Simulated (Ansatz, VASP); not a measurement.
**One calculation of GaN, two programs**

```
Ga N
1.0
     0.00000    2.20307    2.29685
     2.20307    0.00000    2.29685
     2.20307    2.20307    0.00000
Ga N
1 1
Direct
  0.00000 0.00000 0.00000
  0.25000 0.25000 0.25000
```

Change from the starting cell: epitaxial_xy strain -2.0%.

Alike in both runs: task single point; functional HSE06; k mesh 6 × 6 × 6; no spin polarisation.

|  | VASP | Ansatz |
| --- | --- | --- |
| version | VASP 6.6.1 | Ansatz 0.2.0 |
| potentials or method | VASP PAW PBE potentials, release 64 (Ga_d, N) | plane waves, PAW |
| plane-wave cutoff (eV) | 520 | 420 |
| occupations | gaussian, width 0.01 eV | fixed |
| valence electrons in the cell | 18 | 18 |

|  | VASP | Ansatz | Ansatz less VASP |
| --- | --- | --- | --- |
| gap on the k mesh at the Fermi level (eV) | 3.10 | 3.08 | -0.019 |
| pressure (GPa) | 3.9 | 4.0 | +0.13 |
| traceless stress, the component that is largest in VASP (GPa) | -4.09 | -4.05 | +0.035 |

Ansatz's warnings: stress exchange threshold loose, stress scf threshold loose.
